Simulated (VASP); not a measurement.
# AlCu3: single point with LDA

The system is AlCu3.

```
CELL_PARAMETERS angstrom
3.58962 0.00000 0.00000
0.00000 3.58962 0.00000
0.00000 0.00000 3.58962
ATOMIC_POSITIONS crystal
Al 0.00000 0.00000 0.00000
Cu 0.50000 0.50000 0.00000
Cu 0.50000 0.00000 0.50000
Cu 0.00000 0.50000 0.50000
```

* Program: VASP 6.6.1
* Task: single point
* Functional: LDA
* Potentials or basis: VASP PAW LDA potentials, release 64 (Al, Cu)
* Cutoff: 520 eV
* k mesh: 12 × 12 × 12
* Occupations: fermi-dirac, width 0.15 eV
* Spin: no spin polarisation

```yaml
Pressure: 0.6 GPa
Band_gap_on_the_k_mesh: zero (bands 18 and 19 overlap by 5.73 eV)
```

Levels at points of the mesh, in eV from the Fermi level:
```tsv
k point	band 15	band 16	band 17	band 18	band 19	band 20	band 21	band 22
(0.00, 0.00, 0.00)	-2.19	-2.19	-0.34	-0.34	-0.34	4.53	4.53	5.33
(0.50, 0.00, 0.00)	-3.06	-2.64	-2.19	3.90	3.90	3.95	3.95	4.88
(0.50, 0.50, 0.00)	-3.04	-2.93	-2.48	-1.27	-1.27	6.55	6.55	6.55
(0.50, 0.50, 0.50)	-3.06	-2.37	-2.37	-2.37	-1.55	1.45	1.83	1.83
```

Run time: 34 s on 1 thread of Intel(R) Xeon(R) 6975P-C (Granite Rapids), with other jobs on the host, peak memory 0.19 GiB.
